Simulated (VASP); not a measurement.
# As (P6_3/mmc) in VASP: further runs, part 3 of 3

VASP 6.6.1. Earlier steps stand in the parts before.

## 5. Single point, RPBE

This run uses another cell than the first one, of 19.69 Å³/atom, 1.136 times its volume.

File INCAR:

```
ALGO = Normal
EDIFF = 1E-6
ENCUT = 520
GGA = RP
ISIF = 2
ISMEAR = -1
LASPH = True
LCHARG = False
LREAL = False
LWAVE = False
NBANDS = 18
NELM = 60
PREC = Accurate
SIGMA = 0.1
```

File KPOINTS:

```
k-points
0
Gamma
  14 14 4
```

File POSCAR:

```
As
1.0
    2.9942141971      0.0000000000      0.0000000000
   -1.4971070985      2.5930655591      0.0000000000
    0.0000000000      0.0000000000     10.1465507406
As
4
Direct
    0.0000000000      1.0000000000      0.0000000000
    0.0000000000      1.0000000000      0.5000000000
    0.3333333333      0.6666666667      0.2500000000
    0.6666666667      0.3333333333      0.7500000000
```

Potentials or basis: VASP PAW PBE potentials, release 64 (As).

Run with:

```
$ cat potpaw_PBE.64/As/POTCAR > POTCAR
$ mpirun -np 1 vasp_std > vasp.out
```

OUTCAR:

```text
EDIFF = 1E-6
   ENCUT = 520
   GGA = RP
   ISIF = 2
   ISMEAR = -1
   LASPH = True
   LREAL = False
   NELM = 60
   PREC = Accurate

 ion  position               nearest neighbor table
   1  0.000  0.000  0.000-
   2  0.000  0.000  0.500-
   3  0.333  0.667  0.250-
   4  0.667  0.333  0.750-

  LATTYP: Found a hexagonal cell.
 ALAT       =     2.9942141971
 C/A-ratio  =     3.3887190671

  Lattice vectors:

 A1 = (   2.9942141971,   0.0000000000,   0.0000000000)
 A2 = (  -1.4971070985,   2.5930655591,   0.0000000000)
 A3 = (   0.0000000000,   0.0000000000,  10.1465507406)

Analysis of symmetry for initial positions (statically):
=====================================================================
 Subroutine PRICEL returns:
 Original cell was already a primitive cell.

 Routine SETGRP: Setting up the symmetry group for a
 hexagonal supercell.

 Subroutine GETGRP returns: Found 24 space group operations
[... 168 lines left out ...]

  energy without entropy =      -15.04459678  energy(sigma->0) =      -15.07938655

 E-fermi :   6.3065     XC(G=0): -10.5940

 val. band max:        6.2898242503   @ k =   0.2857   0.0000   0.2500
 cond. band min:       6.3172806586   @ k =   0.2143   0.0714   0.5000
 fundamental gap:      0.0274564084
 Fermi energy:         6.3065062619

 k-point     1 :       0.0000    0.0000    0.0000
  band No.  band energies     occupation
      1      -8.5811      2.00000
      2      -7.2790      2.00000
      3      -7.2655      2.00000
      4      -4.7390      2.00000
      5      -0.3144      2.00000
      6       4.8439      2.00000
[... 481 lines left out ...]
      5       1.2607      2.00000
      6       1.5632      2.00000
[... 10 lines left out ...]
     17      13.3830      0.00000
     18      13.5464      0.00000

 [... further k-points ...]

------------------------ aborting loop because EDIFF is reached ----------------------------------------

  FORCE on cell =-STRESS in cart. coord.  units (eV):
  Direction    XX          YY          ZZ          XY          YZ          ZX
  --------------------------------------------------------------------------------------
  -------------------------------------------------------------------------------------
  Total       -0.1752222     -0.1752222      0.1749705     -0.0000000      0.0000000      0.0000000
  in kB       -3.5635673     -3.5635673      3.5584471     -0.0000000      0.0000000      0.0000000
  external PRESSURE =      -1.1895625 kB  Pullay stress =       0.0000000 kB

 VOLUME and BASIS-vectors are now :
 -----------------------------------------------------------------------------
  energy-cutoff  :      520.00
  volume of cell :       78.78
      direct lattice vectors                 reciprocal lattice vectors
     2.994214197  0.000000000  0.000000000     0.333977443  0.192821966  0.000000000
    -1.497107098  2.593065559  0.000000000     0.000000000  0.385643933  0.000000000
     0.000000000  0.000000000 10.146550741     0.000000000  0.000000000  0.098555660

 POSITION                                       TOTAL-FORCE (eV/Angst)
 -----------------------------------------------------------------------------------
      0.00000      0.00000      0.00000        -0.000000      0.000000     -0.000000
      0.00000      0.00000      5.07328        -0.000000      0.000000     -0.000000
     -0.00000      1.72871      2.53664        -0.000000      0.000000     -0.000000
      1.49711      0.86436      7.60991         0.000000     -0.000000      0.000000
 -----------------------------------------------------------------------------------
    total drift:                               -0.000000      0.000000      0.000000

  FREE ENERGIE OF THE ION-ELECTRON SYSTEM (eV)
  ---------------------------------------------------
  free  energy   TOTEN  =       -15.1141763079 eV

  energy  without entropy=      -15.0445967826  energy(sigma->0) =      -15.07938655
```

OSZICAR:

```text
N       E                     dE             d eps       ncg     rms          rms(c)
DAV:   1     0.604373055825E+02    0.60437E+02   -0.82672E+03  2592   0.951E+02
DAV:   2    -0.113592941265E+02   -0.71797E+02   -0.69119E+02  3708   0.142E+02
DAV:   3    -0.151129859656E+02   -0.37537E+01   -0.37103E+01  3070   0.315E+01
DAV:   4    -0.151382078679E+02   -0.25222E-01   -0.25200E-01  2972   0.281E+00
DAV:   5    -0.151382671581E+02   -0.59290E-04   -0.59282E-04  2892   0.159E-01    0.372E+00
DAV:   6    -0.151212899859E+02    0.16977E-01   -0.12165E-02  2868   0.539E-01    0.216E+00
DAV:   7    -0.151140316620E+02    0.72583E-02   -0.23209E-02  2770   0.744E-01    0.102E-01
DAV:   8    -0.151141419290E+02   -0.11027E-03   -0.39482E-04  2966   0.113E-01    0.599E-02
DAV:   9    -0.151141760789E+02   -0.34150E-04   -0.70718E-05  2816   0.558E-02    0.841E-03
DAV:  10    -0.151141763079E+02   -0.22898E-06   -0.11347E-06  1896   0.555E-03
   1 F= -.15114176E+02 E0= -.15079387E+02  d E =-.695795E-01
```

Wall time 47 s (1 thread of Intel Xeon Platinum 8259CL at 2.50GHz (Skylake/Cascade Lake), shared host); peak memory 0.24 GiB.

What came out:

```yaml
Free_energy: -15.1142 eV
Pressure: -0.1 GPa
Band_gap_on_the_k_mesh: zero (band 10 reaches 11.17 eV, above the bottom of band 11 at 3.73 eV)
```

Caveat: the PAW data sets were made with another functional, which shifts forces and pressure a little.

## 6. Summary

```csv
cell,gap on the mesh (eV),pressure (GPa)
"a = 2.869, b = 2.869, c = 9.723 Å, angles 90.0, 90.0, 120.0°, 4 atoms",none,12.6
"a = 2.912, b = 2.912, c = 9.868 Å, angles 90.0, 90.0, 120.0°, 4 atoms",none,7.4
"a = 2.954, b = 2.954, c = 10.009 Å, angles 90.0, 90.0, 120.0°, 4 atoms",none,3.2
"a = 2.994, b = 2.994, c = 10.147 Å, angles 90.0, 90.0, 120.0°, 4 atoms",none,-0.1
```

Alike in all rows: task single point; level RPBE; potentials or basis VASP PAW PBE potentials, release 64 (As); no spin polarisation; k mesh 14 × 14 × 4; cutoff (eV) 520; smearing fermi-dirac 0.1 eV.

Caveats: the PAW data sets were made with another functional, which shifts forces and pressure a little.

Total energies depend on the potentials used, so only differences within one code and one set of settings carry meaning.
